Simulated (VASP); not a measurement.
I:

```
I
1.0
    -1.58964    1.58964    1.58964
     1.58964   -1.58964    1.58964
     1.58964    1.58964   -1.58964
I
1
Cartesian
  0.0000 0.0000 0.0000
```

| Item | Value |
| --- | --- |
| Program | VASP 6.6.1 |
| Task | relaxation of cell and atoms |
| Functional | PBE |
| Potentials or basis | VASP PAW PBE potentials, release 64 (I) |
| Cutoff | 600 eV |
| k mesh | 14 × 14 × 14 |
| Occupations | fermi-dirac, width 0.03 eV |
| Spin | no spin polarisation |

At the start: pressure 139.6 GPa; volume 16.07 Å³/atom.

Question: Where does the relaxation end?

Answer: Over 8 steps the energy falls by 4049.8 meV/atom and the volume is 35.82 Å³/atom (+122.9 %); space group Im-3m (No. 229, to 0.1 Å) before and after.

Step by step:
| step | energy change (eV) | largest force (eV/Å) | pressure (GPa) | volume (Å³) |
| --- | --- | --- | --- | --- |
| 1 | 0.0000 | 0.0000 | 139.61 | 16.07 |
| 2 | -3.4752 | 0.0000 | -1.74 | 75.57 |
| 3 | -3.5323 | 0.0000 | -1.97 | 70.63 |
| 4 | -3.5941 | 0.0000 | -2.22 | 65.91 |
| 5 | -4.0493 | 0.0000 | 0.33 | 35.33 |
| 6 | -4.0465 | 0.0000 | -0.77 | 37.15 |
| 7 | -4.0498 | 0.0000 | -0.02 | 35.85 |
| 8 | -4.0498 | 0.0000 | -0.01 | 35.82 |

Final structure:
```
I
1.0
    -2.07663    2.07663    2.07663
     2.07663   -2.07663    2.07663
     2.07663    2.07663   -2.07663
I
1
Cartesian
  2.0766 -2.0766 2.0766
```

Caveat: the volume moved by over 15 % at a fixed basis, so the end points are rough; an odd number of electrons without spin polarisation forces a metal; a magnetic or distorted state may lie lower.
